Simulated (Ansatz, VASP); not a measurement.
# Cr in VASP and in Ansatz

```
Cr
1.0
     0.00000    2.41748    2.41748
     2.41748    0.00000    2.41748
     2.41748    2.41748    0.00000
Cr
2
Cartesian
  0.6044 0.6044 0.6044
  4.2306 4.2306 4.2306
```

Alike in both runs: task single point; functional r2SCAN; k mesh 12 × 12 × 12; occupations fermi-dirac, width 0.1 eV; no spin polarisation.

```csv
,VASP,Ansatz
version,VASP 6.6.1,Ansatz 0.2.0
potentials or method,"VASP PAW PBE potentials, release 64 (Cr_pv), cutoff 550 eV","plane waves (500 eV) with PAW, scalar-relativistic"
valence electrons in the cell,24,28
```

VASP gave:

- pressure (GPa): 19.8

Question: What did Ansatz give for the same quantities?

Answer: Pressure (GPa): 17.2.

VASP's potentials were made for PBE, not for r2SCAN. With one functional, cell and mesh, what is left measures potentials, basis and numerics. VASP's potentials hold 24 valence electrons a cell and Ansatz's 28, so a difference there can come from the potentials and not from the codes.
